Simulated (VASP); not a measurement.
A run of VASP 6.6.1:

INCAR

```
  PREC = Accurate
  ENCUT = 500
  EDIFF = 1E-6
  ISMEAR = 0
  SIGMA = 0.1
  LREAL = False
  LASPH = True
  NELM = 120
  ALGO = Normal
  ISIF = 2
  LWAVE = False
  LCHARG = True
  LELF = True
  LVHAR = True
  NBANDS = 21
  GGA_COMPAT = False
```

KPOINTS

```
Automatic mesh
0
Gamma
  12 12 12
```

File POSCAR:

```
Ge
1.0
    0.0000000000      2.8107737099      2.8107737099
    2.8107737099      0.0000000000      2.8107737099
    2.8107737099      2.8107737099      0.0000000000
Ge
2
Direct
    0.0000000000      0.0000000000      0.0000000000
    0.2500000000      0.2500000000      0.2500000000
```

Potentials or basis: VASP PAW LDA potentials, release 64 (Ge_d).

Run with:

```bash
$ cat potpaw_LDA.64/Ge_d/POTCAR > POTCAR
$ mpirun -np 1 vasp_std > vasp.out
```

Hardware: 1 thread of Intel Xeon 8259CL, on a shared host.

Problem. Estimate the wall time of this run.

Solution. Wall time 86 s on 1 thread of Intel Xeon 8259CL (shared host), peak memory 0.18 GiB. Counts: scf iterations 11, k points 72.
